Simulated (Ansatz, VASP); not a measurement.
## HfC: VASP beside Ansatz

INCAR

```
SYSTEM = HfC
PREC = Accurate
ENCUT = 520
EDIFF = 1E-7
ISMEAR = 0
SIGMA = 0.1
LREAL = .False.
LASPH = .True.
NELM = 60
ALGO = Normal
ISIF = 2
LWAVE = .False.
LCHARG = .False.
GGA = PE
NBANDS = 22
```

KPOINTS

```
regular mesh
0
Gamma
  12 12 8
  0 0 0
```

File POSCAR:

```
HfC
1.0
    3.5339777054      0.0000000000      0.0000000000
   -1.7669888526      3.0605144692      0.0000000000
    0.0000000000      0.0000000000      5.1879903194
Hf C
2 2
Direct
    0.6666666700      0.3333333300      0.7442337788
    0.3333333300      0.6666666700      0.2442337788
    0.0000000000      0.0000000000      0.0057662212
    0.0000000000      0.0000000000      0.5057662212
```

Input for Ansatz:

```yaml
crystal:
  lattice:
    - [3.5339777054, 0.0, 0.0]
    - [-1.7669888526, 3.0605144692, 0.0]
    - [0.0, 0.0, 5.1879903194]
  atoms:
    - { symbol: Hf, position: [0.66666667, 0.33333333, 0.7442337788] }
    - { symbol: Hf, position: [0.33333333, 0.66666667, 0.2442337788] }
    - { symbol: C, position: [0.0, 0.0, 0.0057662212] }
    - { symbol: C, position: [0.0, 0.0, 0.5057662212] }
basis:
  ecutwfc: 420
kpoints:
  mp_grid: { grid: [12, 12, 8] }
hamiltonian:
  xc: pbe
scf:
  occupations: { method: gaussian, width: 0.1 }
output:
  forces: true
  stress: true
  eigenvalues: true
```

Alike in both runs: task single point; functional PBE; k mesh 12 × 12 × 8; occupations gaussian, width 0.1 eV; no spin polarisation.

```csv
,VASP,Ansatz
version,VASP 6.6.1,Ansatz 0.2.0
potentials or method,"VASP PAW PBE potentials, release 64 (Hf_pv, C), cutoff 520 eV","scalar-relativistic, plane waves, PAW"
valence electrons in the cell,28,60
```

Ansatz gave:

```
gap on the k mesh at the Fermi level (eV)                     : none
pressure (GPa)                                                : -20.9
traceless stress, the component that is largest in VASP (GPa) : 10.15
rms of the force components (eV/Å)                            : 0.117
```

Q: Which values does VASP return?

A: gap on the k mesh at the Fermi level (eV): none; pressure (GPa): -21.7; traceless stress, the component that is largest in VASP (GPa): 10.18; rms of the force components (eV/Å): 0.117.

Atom by atom the forces differ by 0.000 eV/Å (rms over components). A gap of «none» marks a metal or a gap that the smearing closes. VASP's potentials hold 28 valence electrons a cell and Ansatz's 60, so a difference there can come from the potentials and not from the codes.

Neither program's run includes spin-orbit coupling.
